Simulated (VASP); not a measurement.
## Fe3Pt2: single point with PBE

Fe3Pt2:

```
CELL_PARAMETERS angstrom
2.13878 1.23483 4.35906
-2.13878 1.23483 4.35906
0.00000 -2.46966 4.35906
ATOMIC_POSITIONS crystal
Fe 0.00000 0.00000 0.00000
Fe 0.40622 0.40622 0.40622
Fe 0.59378 0.59378 0.59378
Pt 0.78677 0.78677 0.78677
Pt 0.21323 0.21323 0.21323
```

```json
{
  "Program": "VASP 6.6.1",
  "Task": "single point",
  "Functional": "PBE",
  "Potentials or basis": "VASP PAW PBE potentials, release 64 (Fe, Pt)",
  "Cutoff": "520 eV",
  "k mesh": "6 × 6 × 6",
  "Occupations": "gaussian, width 0.1 eV",
  "Spin": "collinear spin, ferromagnetic start",
  "Starting moments": "[4.0, 4.0, 4.0, 0.0, 0.0] μB"
}
```

The pressure is -0.1 GPa, the largest force is 0.027 eV/Å and the net moment is 9.49 μB per cell. The site moments are Fe +2.86, +2.91 (each value once); Pt +0.38 μB. The valence electrons inside the program's atomic spheres are Fe 6.91, 7.06 (each value once); Pt 9.39.

Forces in eV/Å, atoms in the order of the input:
```
Fe   0.000  0.000  0.000
Fe   0.000  0.000 -0.027
Fe   0.000  0.000  0.027
Pt   0.000  0.000  0.013
Pt   0.000  0.000 -0.013
```

Stress tensor (GPa, compression positive):
```
-0.07  0.00  0.00
 0.00 -0.07  0.00
 0.00  0.00 -0.30
```

Levels at points of the mesh, in eV from the Fermi level:
Spin up:
```
           k point  band 24  band 25  band 26  band 27  band 28  band 29  band 30  band 31
(0.00, 0.00, 0.00)    -1.01    -0.92    -0.92     3.07     3.61     6.08     6.08     6.77
(0.50, 0.00, 0.00)    -1.09    -0.99    -0.93    -0.32     0.14     4.40     5.34     5.48
(0.50, 0.50, 0.00)    -1.10    -0.55    -0.33    -0.15    -0.10     0.73     1.40     6.13
(0.50, 0.50, 0.50)    -1.24    -0.64    -0.64    -0.61     6.34     6.34     6.58     6.87
```
Spin down:
```tsv
k point	band 15	band 16	band 17	band 18	band 19	band 20
(0.00, 0.00, 0.00)	-0.93	-0.73	-0.22	-0.22	0.36	0.36
(0.50, 0.00, 0.00)	-0.64	-0.54	-0.06	0.26	0.29	0.51
(0.50, 0.50, 0.00)	-0.59	-0.42	-0.02	0.27	0.30	0.61
(0.50, 0.50, 0.50)	-0.68	-0.68	-0.35	0.80	0.98	0.98
```

Run time: 3.4 min on 1 thread of Intel(R) Xeon(R) Platinum 8488C (Sapphire Rapids), with other jobs on the host, peak memory 0.34 GiB.

Caveat: spin-orbit coupling is left out, which moves the levels of the heavy elements.
